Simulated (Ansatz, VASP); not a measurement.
## Ga4SbAs3 in VASP and in Ansatz

Contents of INCAR:

```
SYSTEM = Ga4SbAs3
PREC = Accurate ; ENCUT = 600
EDIFF = 1E-6 ; ISMEAR = 0
SIGMA = 0.1 ; LREAL = .False.
LASPH = .True. ; NELM = 80
ALGO = Fast ; ISIF = 3
LWAVE = .False. ; LCHARG = .False.
GGA = PE ; IBRION = 2
NSW = 100 ; EDIFFG = -0.01
```

File KPOINTS:

```
Automatic mesh
0
Gamma
  6 6 6
  0 0 0
```

Contents of POSCAR:

```
Ga4SbAs3
1.0
    5.8778051592      0.0000000000      0.0000000000
    0.0000000000      5.8778051592      0.0000000000
    0.0000000000      0.0000000000      5.8778051592
Ga Sb As
4 1 3
Direct
    0.2419685334      0.7580314666      0.7580314666
    0.2419685334      0.2419685334      0.2419685334
    0.7580314666      0.7580314666      0.2419685334
    0.7580314666      0.2419685334      0.7580314666
    0.5000000000      0.5000000000      0.5000000000
    0.0000000000      0.5000000000      0.0000000000
    0.0000000000      0.0000000000      0.5000000000
    0.5000000000      0.0000000000      0.0000000000
```

Input for Ansatz:

```yaml
crystal:
  lattice:
    - [5.8778051592, 0.0, 0.0]
    - [0.0, 5.8778051592, 0.0]
    - [0.0, 0.0, 5.8778051592]
  atoms:
    - { symbol: Ga, position: [0.2419685334, 0.7580314666, 0.7580314666] }
    - { symbol: Ga, position: [0.2419685334, 0.2419685334, 0.2419685334] }
    - { symbol: Ga, position: [0.7580314666, 0.7580314666, 0.2419685334] }
    - { symbol: Ga, position: [0.7580314666, 0.2419685334, 0.7580314666] }
    - { symbol: Sb, position: [0.5, 0.5, 0.5] }
    - { symbol: As, position: [0.0, 0.5, 0.0] }
    - { symbol: As, position: [0.0, 0.0, 0.5] }
    - { symbol: As, position: [0.5, 0.0, 0.0] }
basis:
  ecutwfc: 420
kpoints:
  mp_grid: { grid: [6, 6, 6] }
hamiltonian:
  xc: pbe
scf:
  occupations: { method: gaussian, width: 0.1 }
output:
  forces: true
  stress: true
  eigenvalues: true
relax:
  adjacent_minimum: "off"
  f_tol: 0.01
  max_steps: 80
  cell: { stress_tol: 0.05 }
```

Alike in both runs: task relaxation of cell and atoms; functional PBE; k mesh 6 × 6 × 6; occupations gaussian, width 0.1 eV; no spin polarisation.

|  | VASP | Ansatz |
| --- | --- | --- |
| version | VASP 6.6.1 | Ansatz 0.2.0 |
| potentials or method | VASP PAW PBE potentials, release 64 (Ga_d, Sb, As), cutoff 600 eV | scalar-relativistic, plane waves, PAW |
| valence electrons in the cell | 72 | 112 |

```tsv
	VASP	Ansatz	Ansatz less VASP
gap on the k mesh at the Fermi level, each at its own relaxed structure (eV)	none	none	-
relaxed volume (Å³/atom)	25.31	25.25	-0.055
relaxed length of the cell vector where the two differ most in proportion (Å)	5.872	5.868	-0.0042
```

A gap of «none» marks a metal or a gap that the smearing closes. VASP's potentials hold 72 valence electrons a cell and Ansatz's 112, so a difference there can come from the potentials and not from the codes.

Neither program's run includes spin-orbit coupling.
